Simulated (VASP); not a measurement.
Wanted: the native input for a VASP 6.6.1 run.

```
Task                   : single point
Functional             : PBE
Potentials or basis    : VASP PAW PBE potentials, release 64 (Hf_pv, N)
Cutoff                 : 520 eV
k mesh                 : 8 × 8 × 8
Occupations            : gaussian, width 0.1 eV
Spin                   : no spin polarisation
Dipole correction      : no
Further INCAR settings : ALGO = Normal; EDIFF = 1e-06; NBANDS = 30
```

The structure of Hf4N lies in POSCAR:

```
Hf4N
1.0
    4.5124671799      0.0000000000      0.0000000000
    0.0000000000      4.5124671799      0.0000000000
    0.0000000000      0.0000000000      4.5124671799
Hf N
4 1
Direct
    0.0000000000      0.0000000000      0.0000000000
    0.5000000000      0.5000000000      0.0000000000
    0.5000000000      0.0000000000      0.5000000000
    0.0000000000      0.5000000000      0.5000000000
    0.5000000000      0.5000000000      0.5000000000
```

The input as run:

INCAR

```
ALGO = Normal
EDIFF = 1E-6
ENCUT = 520
GGA = PE
ISIF = 2
ISMEAR = 0
LASPH = T
LCHARG = T
LELF = T
LREAL = F
LVHAR = T
LWAVE = F
NBANDS = 30
NELM = 80
PREC = Accurate
SIGMA = 0.1
```

KPOINTS

```
k-points
0
Gamma
  8 8 8
```

Potentials or basis: VASP PAW PBE potentials, release 64 (Hf_pv, N).

The run is started by

```bash
$ cat potpaw_PBE.64/Hf_pv/POTCAR potpaw_PBE.64/N/POTCAR > POTCAR
$ mpirun -np 1 vasp_std > vasp.out
```

Results of the run:

```json
{
 "Pressure": "-0.8 GPa"
}
```

Run time: 82 s on 1 thread of Intel(R) Xeon(R) Platinum 8259CL CPU @ 2.50GHz (Skylake/Cascade Lake), with other jobs on the host, peak memory 0.24 GiB.
